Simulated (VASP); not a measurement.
# CaO: single point with r2SCAN

CaO:

```
Ca O
1.0
     3.98084    0.00000    0.00000
    -1.99042    3.44751    0.00000
     0.00000    0.00000    4.77044
Ca O
2 2
Direct
  0.33333 0.66667 0.93750
  0.66667 0.33333 0.43750
  0.33333 0.66667 0.43750
  0.66667 0.33333 0.93750
```

```
Program             : VASP 6.6.1
Task                : single point
Functional          : r2SCAN
Potentials or basis : VASP PAW PBE potentials, release 64 (Ca_sv, O)
Cutoff              : 520 eV
k mesh              : 6 × 6 × 4
Occupations         : gaussian, width 0.01 eV
Spin                : no spin polarisation
```

```json
{
  "Pressure": "1.0 GPa",
  "Band gap on the k mesh": "3.61 eV"
}
```

Stress tensor (GPa, compression positive):
```
1.02 0.00 0.00
0.00 1.02 0.00
0.00 0.00 0.92
```

Levels at points of the mesh, in eV from the valence-band top:
```tsv
k point	band 14	band 15	band 16	band 17	band 18	band 19
(0.00, 0.00, 0.00)	-1.17	-1.08	0.00	3.61	6.82	6.82
(0.50, 0.00, 0.00)	-0.83	-0.58	-0.38	5.13	5.79	5.88
(0.00, 0.00, 0.50)	-1.30	-1.30	-1.30	5.44	5.44	8.50
(0.50, 0.00, 0.50)	-1.07	-0.75	-0.75	5.83	5.83	8.02
```

It took 3.3 min on 1 thread of Intel Xeon 8259CL, on a shared host, peak memory 0.2 GiB.

Caveat: the structure was generated, so it needn't be the stable form of CaO; the PAW data sets were made with another functional, which shifts forces and pressure a little.
